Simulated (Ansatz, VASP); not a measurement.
## GaBiTe2Se in VASP and in Ansatz

```
Ga Bi Te Se
1.0
     5.26723    0.00000    0.00000
    -2.63362    4.56156    0.00000
     0.00000    0.00000    6.56159
Ga Bi Te Se
1 1 2 1
Direct
  0.33333 0.66667 0.50000
  0.66667 0.33333 0.00000
  0.66667 0.33333 0.50000
  0.33333 0.66667 0.00000
  0.00000 0.00000 0.50000
```

Alike in both runs: functional PBE; k mesh 6 × 6 × 2; occupations gaussian, width 0.1 eV; no spin polarisation.

Ansatz relaxed the structure, and its values are those at the end. VASP's run is a single point on that final structure, the one shown.

|  | VASP | Ansatz |
| --- | --- | --- |
| version | VASP 6.6.1 | Ansatz 0.2.0 |
| potentials or method | VASP PAW PBE potentials, release 64 (Ga_d, Bi_d, Te, Se), cutoff 520 eV | scalar-relativistic, plane waves, PAW |
| valence electrons in the cell | 46 | 76 |

|  | VASP | Ansatz | Ansatz less VASP |
| --- | --- | --- | --- |
| gap on the k mesh at the Fermi level (eV) | none | none | - |
| pressure (GPa) | 0.0 | 0.0 | +0.02 |

A gap of «none» marks a metal or a gap that the smearing closes. With one functional, cell and mesh, what is left measures potentials, basis and numerics. VASP's potentials hold 46 valence electrons a cell and Ansatz's 76, so a difference there can come from the potentials and not from the codes.

The k mesh is coarse, so the values compare programs but aren't converged. Neither program's run includes spin-orbit coupling.
